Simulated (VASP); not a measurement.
# Ta (Im-3m) in VASP: a series of runs

Ta is run at these levels: PBEsol; tasks: single point, relaxation of cell and atoms.

Everything below comes from runs of VASP 6.6.1. Logs are shortened: lines on timing, memory, paths and dates and some standing lists are left out, and cuts for length are marked.

### Step 1. The cell of the first run

It takes space group Im-3m (No. 229, cubic). The conventional cell has a = 3.097 Å, b = 3.097 Å, c = 3.097 Å, α = 90.00°, β = 90.00°, γ = 90.00°. Ta (site symmetry m-3m) has 14 Ta at 2.68 to 3.10 Å within 3.5 Å.

### Step 2. Single point, PBEsol

INCAR

```
SYSTEM = Ta
PREC = Accurate
ENCUT = 520
EDIFF = 1E-6
ISMEAR = 0
SIGMA = 0.1
LREAL = .False.
LASPH = .True.
NELM = 100
ALGO = Normal
ISIF = 2
LWAVE = .False.
LCHARG = .False.
GGA = PS
NBANDS = 12
```

KPOINTS

```
regular mesh
0
Gamma
  8 8 8
  0 0 0
```

POSCAR

```
Ta
1.0
   -1.5482889337      1.5482889337      1.5482889337
    1.5482889337     -1.5482889337      1.5482889337
    1.5482889337      1.5482889337     -1.5482889337
Ta
1
Direct
    0.0000000000      0.0000000000      0.0000000000
```

Potentials or basis: VASP PAW PBE potentials, release 64 (Ta_pv).

On the command line:

```bash
cat potpaw_PBE.64/Ta_pv/POTCAR > POTCAR
mpirun -np 1 vasp_std > vasp.out
```

OUTCAR:

```text
SYSTEM = Ta
   PREC = Accurate
   ENCUT = 520
   EDIFF = 1E-6
   ISMEAR = 0
   LREAL = .False.
   LASPH = .True.
   NELM = 100
   ISIF = 2
   GGA = PS

 ion  position               nearest neighbor table
   1  0.000  0.000  0.000-

  LATTYP: Found a body centered cubic cell.
 ALAT       =     3.0965778674

  Lattice vectors:

 A1 = (  -1.5482889337,   1.5482889337,   1.5482889337)
 A2 = (   1.5482889337,  -1.5482889337,   1.5482889337)
 A3 = (   1.5482889337,   1.5482889337,  -1.5482889337)

Analysis of symmetry for initial positions (statically):
=====================================================================
 Subroutine PRICEL returns:
 Original cell was already a primitive cell.

 Routine SETGRP: Setting up the symmetry group for a
 body centered cubic supercell.

 Subroutine GETGRP returns: Found 48 space group operations
 (whereof 48 operations were pure point group operations)
 out of a pool of 48 trial point group operations.

The static configuration has the point symmetry O_h .

Analysis of symmetry for dynamics (positions and initial velocities):
=====================================================================
 Subroutine PRICEL returns:
 Original cell was already a primitive cell.

 Routine SETGRP: Setting up the symmetry group for a
 body centered cubic supercell.

 Subroutine GETGRP returns: Found 48 space group operations
 (whereof 48 operations were pure point group operations)
 out of a pool of 48 trial point group operations.

The dynamic configuration has the point symmetry O_h .

 Subroutine INISYM returns: Found 48 space group operations
 (whereof 48 operations are pure point group operations),
 and found     1 'primitive' translations

----------------------------------------------------------------------------------------

                                     Primitive cell

  volume of cell :      14.8462

  direct lattice vectors                    reciprocal lattice vectors
    -1.548288934  1.548288934  1.548288934     0.000000000  0.322937140  0.322937140
     1.548288934 -1.548288934  1.548288934     0.322937140  0.000000000  0.322937140
     1.548288934  1.548288934 -1.548288934     0.322937140  0.322937140  0.000000000

  length of vectors
     2.681715098  2.681715098  2.681715098     0.456702083  0.456702083  0.456702083

  position of ions in fractional coordinates (direct lattice)
     0.000000000  0.000000000  0.000000000

  ion indices of the primitive-cell ions
   primitive index   ion index
[... 81 lines left out ...]
   POTIM  = 0.5000    time-step for ionic-motion
   TEBEG  =    0.0;   TEEND  =   0.0 temperature during run
   PSTRESS=    0.0 pullay stress
   NELECT =      11.0000    total number of electrons
   NUPDOWN=      -1.0000    fix difference up-down
   EMIN   =  10.00;   EMAX   =-10.00  energy-range for DOS
   EFERMI =   0.00;   METHOD = LEGACY
   ISMEAR =     0;   SIGMA  =   0.10  broadening in eV -4-tet -1-fermi 0-gaus
   EFERMI_NEDOS =   21; number of points for ismear=-14 and -15
   IALGO  =     38    algorithm
   IMIX   =      4    mixing-type and parameters
     AMIX     =   0.40;   BMIX     =  1.00
     AMIX_MAG =   1.60;   BMIX_MAG =  1.00
  volume/ion in A,a.u.               =      14.85       100.19
  Fermi-wavevector in a.u.,A,eV,Ry     =   1.481382  2.799406 29.857883  2.194493
  Thomas-Fermi vector in A             =   2.595299
   LORBIT       =      0    0 simple, 1 ext, 2 COOP (PROOUT), +10 PAW based schemes
   GGA     = PS    functional components
   LHFCALC =     F    Hartree Fock is set to
   AEXX    =    0.0000 exact exchange contribution
   IVDW    =     0    specifies the selected vdW correction
   LEPSILON=     F    determine dielectric tensor
   LRPA    =     F    only Hartree local field effects (RPA)
 non-spin polarized calculation
 Gauss-broadening in eV      SIGMA  =   0.10
  energy-cutoff  :      520.00
  volume of cell :       14.85
 maximum number of plane-waves:       420
   NGX =  9   NGY =  9   NGZ =  9

 number of electron      11.0000001 magnetization

 Free energy of the ion-electron system (eV)
  ---------------------------------------------------
  ext. energy  EPLUGINS =         0.00000000
  ---------------------------------------------------
  free energy    TOTEN  =       -12.20734859 eV

  energy without entropy =      -12.20155513  energy(sigma->0) =      -12.20445186

 E-fermi :   6.8328     XC(G=0): -13.7524

 val. band max:        6.8149594916   @ k =   0.3750   0.2500  -0.0000
 cond. band min:       7.0945633531   @ k =   0.1250   0.0000   0.0000
 fundamental gap:      0.2796038615
 Fermi energy:         6.8327883416

 k-point     1 :       0.0000    0.0000    0.0000
  band No.  band energies     occupation
      1     -25.2551      2.00000
      2     -25.2551      2.00000
      3     -25.2551      2.00000
      4      -1.6184      2.00000
      5       7.6479      0.00000
      6       7.6479      0.00000
      7       7.6479      0.00000
      8      11.6554      0.00000
      9      11.6554      0.00000
     10      22.2812      0.00000
     11      22.9609      0.00000
     12      22.9609      0.00000
[... 331 lines left out ...]
 k-point    24 :      -0.3750    0.3750    0.2500
  band No.  band energies     occupation
      1     -26.8755      2.00000
      2     -26.2403      2.00000
      3     -26.0597      2.00000
      4       3.6302      2.00000
      5       4.3590      2.00000
      6       8.4041      0.00000
      7       9.2900      0.00000
      8      13.6551      0.00000
      9      14.1108      0.00000
     10      22.2677      0.00000
     11      24.0632      0.00000
     12      26.9241      0.00000

 [... further k-points ...]

------------------------ aborting loop because EDIFF is reached ----------------------------------------

  FORCE on cell =-STRESS in cart. coord.  units (eV):
  Direction    XX          YY          ZZ          XY          YZ          ZX
  --------------------------------------------------------------------------------------
  -------------------------------------------------------------------------------------
  Total        4.7053675      4.7053675      4.7053675      0.0000000     -0.0000000      0.0000000
  in kB      507.7946348    507.7946348    507.7946348      0.0000000     -0.0000000      0.0000000
  external PRESSURE =     507.7946348 kB  Pullay stress =       0.0000000 kB

 VOLUME and BASIS-vectors are now :
 -----------------------------------------------------------------------------
  energy-cutoff  :      520.00
  volume of cell :       14.85
      direct lattice vectors                 reciprocal lattice vectors
    -1.548288934  1.548288934  1.548288934     0.000000000  0.322937140  0.322937140
     1.548288934 -1.548288934  1.548288934     0.322937140  0.000000000  0.322937140
     1.548288934  1.548288934 -1.548288934     0.322937140  0.322937140  0.000000000

 POSITION                                       TOTAL-FORCE (eV/Angst)
 -----------------------------------------------------------------------------------
      0.00000      0.00000      0.00000         0.000000     -0.000000     -0.000000
 -----------------------------------------------------------------------------------
    total drift:                                0.000000     -0.000000      0.000000

  FREE ENERGIE OF THE ION-ELECTRON SYSTEM (eV)
  ---------------------------------------------------
  free  energy   TOTEN  =       -12.2073485915 eV

  energy  without entropy=      -12.2015551298  energy(sigma->0) =      -12.20445186
```

stdout:

```text
POSCAR found type information on POSCAR Ta
 POSCAR found :  1 types and       1 ions
 scaLAPACK will be used
 -----------------------------------------------------------------------------
|                                                                             |
|                                                                             |
|     You enforced a specific xc type in the INCAR file but a different       |
|     I HOPE YOU KNOW WHAT YOU ARE DOING!                                     |
|                                                                             |
 -----------------------------------------------------------------------------

 LDA part: xc-table for (Slater+PW92), standard interpolation
 POSCAR, INCAR and KPOINTS ok, starting setup
 FFT: planning ... GRIDC
 FFT: planning ... GRID_SOFT
 FFT: planning ... GRID
 WAVECAR not read
 entering main loop
```

Run time: 3.7 s. Hardware: 1 thread of Intel Xeon Platinum 8488C (Sapphire Rapids), shared host; peak memory 0.12 GiB.

What came out:

| Property | Result |
| --- | --- |
| Free energy | -12.2073 eV |
| Pressure | 50.8 GPa |

Levels at points of the mesh, in eV from the Fermi level:
```tsv
k point	band 3	band 4	band 5	band 6	band 7	band 8
(0.00, 0.00, 0.00)	-32.09	-8.45	0.82	0.82	0.82	4.82
(0.50, 0.00, 0.00)	-32.11	-5.20	-2.09	2.92	4.88	6.15
(0.50, 0.50, 0.50)	-33.56	-4.98	-4.98	8.70	8.70	8.70
```

Caveat: the PAW data sets were made with another functional, which shifts forces and pressure a little; spin-orbit coupling is left out, which moves the levels of the heavy elements.

### Step 3. Single point, PBEsol

This run uses another cell than the first one, of 16.18 Å³/atom, 1.090 times its volume.

INCAR

```
PREC = Accurate
ENCUT = 520
EDIFF = 1E-6
ISMEAR = 0
SIGMA = 0.1
LREAL = F
LASPH = T
NELM = 60
ALGO = Normal
ISIF = 2
LWAVE = F
LCHARG = T
GGA = PS
LELF = T
LVHAR = T
NBANDS = 12
```

KPOINTS

```
regular mesh
0
Gamma
  8 8 8
```

POSCAR

```
Ta
1.0
   -1.5932240548      1.5932240548      1.5932240548
    1.5932240548     -1.5932240548      1.5932240548
    1.5932240548      1.5932240548     -1.5932240548
Ta
1
Direct
    0.0000000000      0.0000000000      0.0000000000
```

Potentials or basis: VASP PAW PBE potentials, release 64 (Ta_pv).

On the command line:

```bash
cat potpaw_PBE.64/Ta_pv/POTCAR > POTCAR
mpirun -np 1 vasp_std > vasp.out
```

Run time: 4.5 s. Hardware: 1 thread of Intel Xeon Platinum 8488C (Sapphire Rapids), shared host; peak memory 0.14 GiB.

The run converged. Its results:

- Free energy: -12.5001 eV
- Pressure: 21.1 GPa

Levels at points of the mesh, in eV from the Fermi level:
| k point | band 2 | band 3 | band 4 | band 5 | band 6 | band 7 | band 8 | band 9 |
| --- | --- | --- | --- | --- | --- | --- | --- | --- |
| (0.00, 0.00, 0.00) | -32.49 | -32.49 | -8.22 | 0.81 | 0.81 | 0.81 | 4.48 | 4.48 |
| (0.50, 0.00, 0.00) | -33.01 | -32.50 | -4.79 | -1.80 | 2.29 | 4.44 | 5.60 | 9.02 |
| (0.50, 0.50, 0.50) | -33.63 | -33.63 | -4.40 | -4.40 | 7.87 | 7.87 | 7.87 | 9.83 |

Caveat: the PAW data sets were made with another functional, which shifts forces and pressure a little; spin-orbit coupling is left out, which moves the levels of the heavy elements.

### Step 4. Relaxation of cell and atoms, PBEsol, target pressure 50.2 GPa, at which the enthalpy is minimised

INCAR

```
PREC     = Accurate       # precision mode
ENCUT    = 600            # plane-wave cutoff, eV
EDIFF    = 1E-6           # SCF threshold, eV
ISMEAR   = 0              # smearing method
SIGMA    = 0.1            # smearing width, eV
LREAL    = F              # projectors in reciprocal space
LASPH    = T              # aspherical terms in the spheres
NELM     = 100            # most SCF steps
ALGO     = Normal         # electronic algorithm
ISIF     = 3              # what is computed and relaxed
LWAVE    = F              # write WAVECAR
LCHARG   = F              # write CHGCAR
GGA      = PS             # functional
IBRION   = 2              # ionic algorithm
NSW      = 80             # ionic steps
EDIFFG   = -0.05          # ionic threshold
PSTRESS  = 502.0
```

KPOINTS

```
Automatic mesh
0
Gamma
  8 8 8
```

POSCAR

```
Ta
1.0
   -1.5482889337      1.5482889337      1.5482889337
    1.5482889337     -1.5482889337      1.5482889337
    1.5482889337      1.5482889337     -1.5482889337
Ta
1
Direct
    0.0000000000      0.0000000000      0.0000000000
```

On the command line:

```bash
cat potpaw_PBE.64/Ta_pv/POTCAR > POTCAR
mpirun -np 1 vasp_std > vasp.out
```

Run time: 8.4 s. Hardware: 1 thread of Intel Xeon Platinum 8488C (Sapphire Rapids), shared host; peak memory 0.14 GiB.

The run converged. Its results:

```yaml
Free_energy: -12.2151 eV
Relaxed_volume: 14.87 Å³/atom
Relaxed_cell: a = 2.683 Å, b = 2.683 Å, c = 2.683 Å, α = 109.47°, β = 109.47°, γ = 109.47°
Space_group_after_relaxing_to_0.05_Å: Im-3m (No. 229)
Energy_change_on_relaxing_the_enthalpy_is_what_falls: -7.4 meV/atom
Ionic_steps: 3
Pressure_after_relaxing: 50.2 GPa
```

Step by step:
```tsv
step	energy change (eV)	largest force (eV/Å)	pressure (GPa)	volume (Å³)
1	0.0000	0.0000	50.82	14.85
2	-0.0381	0.0000	47.64	14.97
3	-0.0074	0.0000	50.20	14.87
```

Final structure:
```
CELL_PARAMETERS angstrom
-1.54911 1.54911 1.54911
1.54911 -1.54911 1.54911
1.54911 1.54911 -1.54911
ATOMIC_POSITIONS crystal
Ta 0.00000 0.00000 0.00000
```

Levels at points of the mesh, in eV from the Fermi level:
```csv
k point,band 3,band 4,band 5,band 6,band 7,band 8
"(0.00, 0.00, 0.00)",-32.09,-8.45,0.82,0.82,0.82,4.82
"(0.50, 0.00, 0.00)",-32.12,-5.19,-2.08,2.91,4.87,6.14
"(0.50, 0.50, 0.50)",-33.56,-4.97,-4.97,8.69,8.69,8.69
```

Caveat: the cell is relaxed towards a set pressure, so the enthalpy falls and the energy may rise; the PAW data sets were made with another functional, which shifts forces and pressure a little; spin-orbit coupling is left out, which moves the levels of the heavy elements.

### Step 5. Relaxation of cell and atoms, PBEsol, target pressure 20.8 GPa, at which the enthalpy is minimised

This run uses another cell than the first one, of 16.18 Å³/atom, 1.090 times its volume.

INCAR

```
SYSTEM = Ta
ALGO = Fast
EDIFF = 1E-7
EDIFFG = -0.05
ENCUT = 600
GGA = PS
IBRION = 2
ISIF = 3
ISMEAR = 0
LASPH = .True.
LCHARG = .False.
LREAL = .False.
LWAVE = .False.
NELM = 60
NSW = 80
PREC = Accurate
PSTRESS = 208.0
SIGMA = 0.1
```

KPOINTS

```
k-points
0
Gamma
  8 8 8
  0 0 0
```

POSCAR

```
Ta
1.0
   -1.5932240548      1.5932240548      1.5932240548
    1.5932240548     -1.5932240548      1.5932240548
    1.5932240548      1.5932240548     -1.5932240548
Ta
1
Direct
    0.0000000000      0.0000000000      0.0000000000
```

On the command line:

```bash
cat potpaw_PBE.64/Ta_pv/POTCAR > POTCAR
mpirun -np 1 vasp_std > vasp.out
```

Wall time 5.1 s (1 thread of Intel Xeon Platinum 8488C (Sapphire Rapids), shared host); peak memory 0.14 GiB.

The run converged. Its results:

```yaml
Free_energy: -12.5004 eV
Pressure_after_relaxing: 21.1 GPa
```

Final structure:
```
Ta
1.0
    -1.59322    1.59322    1.59322
     1.59322   -1.59322    1.59322
     1.59322    1.59322   -1.59322
Ta
1
Direct
  0.00000 0.00000 0.00000
```

Levels at points of the mesh, in eV from the Fermi level:
```tsv
k point	band 3	band 4	band 5	band 6	band 7	band 8
(0.00, 0.00, 0.00)	-32.49	-8.22	0.81	0.81	0.81	4.48
(0.50, 0.00, 0.00)	-32.50	-4.79	-1.80	2.29	4.44	5.60
(0.50, 0.50, 0.50)	-33.63	-4.40	-4.40	7.87	7.87	7.87
```

Caveat: the relaxation stopped at its first step, so nothing moved; the cell is relaxed towards a set pressure, so the enthalpy falls and the energy may rise; the PAW data sets were made with another functional, which shifts forces and pressure a little; spin-orbit coupling is left out, which moves the levels of the heavy elements.

### Step 6. Summary

```csv
task,cell,cutoff (eV),gap on the mesh (eV),pressure (GPa)
single point,"a = 2.682 Å, angles 109.5°, 1 atom",520,none,50.8
single point,"a = 2.760 Å, angles 109.5°, 1 atom",520,none,21.1
relaxation of cell and atoms,"relaxed to 50.2 GPa from a = 2.682 Å, angles 109.5°, 1 atom",600,none,50.2
relaxation of cell and atoms,"relaxed to 20.8 GPa from a = 2.760 Å, angles 109.5°, 1 atom",600,none,21.1
```

Alike in all rows: level PBEsol; potentials or basis VASP PAW PBE potentials, release 64 (Ta_pv); no spin polarisation; k mesh 8 × 8 × 8; smearing gaussian 0.1 eV.

Caveats: the PAW data sets were made with another functional, which shifts forces and pressure a little; spin-orbit coupling is left out, which moves the levels of the heavy elements; the cell is relaxed towards a set pressure, so the enthalpy falls and the energy may rise (some runs); the relaxation stopped at its first step, so nothing moved (some runs).

Absolute energies hang on the potentials; compare differences alone.
